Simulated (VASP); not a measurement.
TeH2: single point with r2SCAN

The system is TeH2, in a box.

```
Te H
1.0
    11.00000    0.00000    0.00000
     0.00000   11.00000    0.00000
     0.00000    0.00000   10.00000
Te H
1 2
Cartesian
  6.2233 4.8574 5.4291
  5.8960 6.4806 5.4362
  4.8027 4.5613 4.6818
```

This cell differs from its parent crystal: last atom moved by 0.05 Å along z.

- Program: VASP 6.6.1
- Task: single point
- Functional: r2SCAN
- Potentials or basis: VASP PAW PBE potentials, release 64 (Te, H)
- Cutoff: 560 eV
- k mesh: 1 × 1 × 1
- Occupations: gaussian, width 0.03 eV
- Spin: no spin polarisation
- Tolerance level: standard
- Purpose: forces
- Further INCAR settings: ALGO = Normal; EDIFF = 1e-07; NBANDS = 26; NELMDL = -8; ISIF = 0

* Largest force: 0.497 eV/Å
* Gap between the frontier levels: 4.48 eV

Forces on the atoms (eV/Å):
```
Te   0.441  0.031  0.227
H   -0.024  0.037 -0.008
H   -0.417 -0.068 -0.219
```

Levels at points of the mesh, in eV from the valence-band top:
```tsv
k point	band 1	band 2	band 3	band 4	band 5	band 6	band 7	band 8
(0.00, 0.00, 0.00)	-10.97	-4.28	-2.84	0.00	4.48	5.14	6.12	6.86
```

Wall time 6.5 min on 1 thread of Intel(R) Xeon(R) 6975P-C (Granite Rapids), with other jobs on the host, peak memory 1.3 GiB.

Caveat: the cell differs from its parent crystal (last atom moved by 0.05 Å along z); the PAW data sets were made with another functional, which shifts forces and pressure a little; spin-orbit coupling is left out, which moves the levels of the heavy elements.
